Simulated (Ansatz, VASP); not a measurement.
**HfN in VASP and in Ansatz**

```
Hf N
1.0
     0.00000    2.25849    2.25849
     2.25849    0.00000    2.25849
     2.25849    2.25849    0.00000
Hf N
1 1
Cartesian
  0.0000 0.0000 0.0000
  2.2585 2.2585 2.2585
```

Alike in both runs: functional PBE; dispersion D3(BJ); k mesh 16 × 16 × 16; occupations gaussian, width 0.1 eV; no spin polarisation.

Ansatz relaxed the structure, and its values are those at the end. VASP's run is a single point on that final structure, the one shown.

```csv
,VASP,Ansatz
version,VASP 6.6.1,Ansatz 0.2.0
potentials or method,"VASP PAW PBE potentials, release 64 (Hf_pv, N), cutoff 600 eV","scalar-relativistic, plane waves, PAW"
valence electrons in the cell,15,31
```

|  | VASP | Ansatz | Ansatz less VASP |
| --- | --- | --- | --- |
| gap on the k mesh at the Fermi level (eV) | none | none | - |
| pressure (GPa) | -2.5 | 0.0 | +2.53 |

A gap of «none» marks a metal or a gap that the smearing closes. VASP's potentials hold 15 valence electrons a cell and Ansatz's 31, so a difference there can come from the potentials and not from the codes.

Spin-orbit coupling is off throughout.
